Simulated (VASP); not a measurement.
Set up this calculation in VASP 6.6.1, as the native input.

| Quantity | Value |
| --- | --- |
| Task | single point |
| Functional | PBE |
| Potentials or basis | VASP PAW PBE potentials, release 64 (W_sv) |
| Cutoff | 520 eV |
| k mesh | 18 × 18 × 18 |
| Occupations | gaussian, width 0.1 eV |
| Spin | no spin polarisation |
| Dipole correction | no |
| Further INCAR settings | ALGO = Fast; EDIFF = 1e-07; NBANDS = 13 |

The structure of W lies in POSCAR:

```
W
1.0
   -1.5557702000      1.5557702000      1.5557702000
    1.5557702000     -1.5557702000      1.5557702000
    1.5557702000      1.5557702000     -1.5557702000
W
1
Direct
    0.0000000000      0.0000000000      0.0000000000
```

This cell differs from its parent crystal: strained.

These files were run (other wordings do the same):

INCAR

```
SYSTEM = W
PREC     = Accurate       ! precision mode
ENCUT    = 520            ! plane-wave cutoff, eV
EDIFF    = 1E-7           ! SCF threshold, eV
ISMEAR   = 0              ! smearing method
SIGMA    = 0.1            ! smearing width, eV
LREAL    = .FALSE.        ! projectors in reciprocal space
LASPH    = .TRUE.         ! aspherical terms in the spheres
NELM     = 80             ! most SCF steps
ALGO     = Fast           ! electronic algorithm
ISIF     = 2              ! what is computed and relaxed
LWAVE    = .FALSE.        ! write WAVECAR
LCHARG   = .FALSE.        ! write CHGCAR
GGA      = PE             ! functional
NBANDS   = 13             ! bands
```

KPOINTS

```
Automatic mesh
0
G
  18 18 18
  0 0 0
```

Potentials or basis: VASP PAW PBE potentials, release 64 (W_sv).

Run with:

```bash
$ cat potpaw_PBE.64/W_sv/POTCAR > POTCAR
$ mpirun -np 1 vasp_std > vasp.out
```

Results of the run:

```yaml
Pressure: 25.1 GPa
Band_gap_on_the_k_mesh: zero (band 7 reaches 17.75 eV, above the bottom of band 8 at 10.88 eV)
```

Caveat: the cell differs from its parent crystal (strained); spin-orbit coupling is left out, which moves the levels of the heavy elements.

It took 40 s on 1 thread of Intel Xeon 8259CL (shared host), peak memory 0.15 GiB.
